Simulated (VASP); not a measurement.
Set up this calculation in VASP 6.6.1, as the native input.

```yaml
Task: single point
Functional: PBE
Potentials_or_basis: VASP PAW PBE potentials, release 64 (Cu)
Cutoff: 520 eV
k_mesh: 20 × 20 × 20
Occupations: gaussian, width 0.1 eV
Spin: no spin polarisation
Dipole_correction: no
Further_INCAR_settings: ALGO = Fast; EDIFF = 1e-06; NBANDS = 12
```

The structure of Cu lies in POSCAR:

```
Cu
1.0
    0.0000000000      1.7476551505      1.7476551505
    1.7476551505      0.0000000000      1.7476551505
    1.7476551505      1.7476551505      0.0000000000
Cu
1
Direct
    0.0000000000      0.0000000000      0.0000000000
```

These files were run (other wordings do the same):

INCAR

```
SYSTEM = Cu
ALGO = Fast
EDIFF = 1E-6
ENCUT = 520
GGA = PE
ISIF = 2
ISMEAR = 0
LASPH = .True.
LCHARG = .False.
LREAL = .False.
LWAVE = .False.
NBANDS = 12
NELM = 80
PREC = Accurate
SIGMA = 0.1
```

KPOINTS

```
k-points
0
Gamma
  20 20 20
  0 0 0
```

Potentials or basis: VASP PAW PBE potentials, release 64 (Cu).

Run with:

```console
$ cat potpaw_PBE.64/Cu/POTCAR > POTCAR
$ mpirun -np 1 vasp_std > vasp.out
```

It gave:

```
Pressure               : 22.0 GPa
Band gap on the k mesh : zero (an odd number of electrons rules out a gap without spin polarisation)
```

Caveat: the cell stands under pressure.

Wall time 24 s on 1 thread of AMD EPYC 7R13 Processor (Zen 3), on a shared host, peak memory 0.11 GiB.
